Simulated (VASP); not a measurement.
Here is a VASP 6.6.1 calculation.

The input INCAR:

```
SYSTEM = Ba
  ALGO = Normal
  EDIFF = 1E-7
  EDIFFG = -0.01
  ENCUT = 600
  GGA = PS
  IBRION = 2
  ISIF = 3
  ISMEAR = -1
  LASPH = .True.
  LCHARG = .False.
  LREAL = .False.
  LWAVE = .False.
  NELM = 60
  NSW = 80
  PREC = Accurate
  SIGMA = 0.1
```

The input KPOINTS:

```
k-points
0
Gamma
  8 8 5
  0 0 0
```

File POSCAR:

```
Ba
1.0
    4.4544873730      0.0000000000      0.0000000000
   -2.2272436865      3.8576992259      0.0000000000
    0.0000000000      0.0000000000      7.2741778801
Ba
2
Direct
    0.3333333333      0.6666666667      0.2500000000
    0.6666666667      0.3333333333      0.7500000000
```

Potentials or basis: VASP PAW PBE potentials, release 64 (Ba_sv).

Launch:

```bash
$ cat potpaw_PBE.64/Ba_sv/POTCAR > POTCAR
$ mpirun -np 1 vasp_std > vasp.out
```

(1) Estimate the relaxed volume.

(2) Predict the band gap on the k mesh.

Results:

(1) 58.61 Å³/atom.

(2) zero (bands 10 and 11 overlap by 0.42 eV).

Caveat: the PAW data sets were made with another functional, which shifts forces and pressure a little; spin-orbit coupling is left out, which moves the levels of the heavy elements.
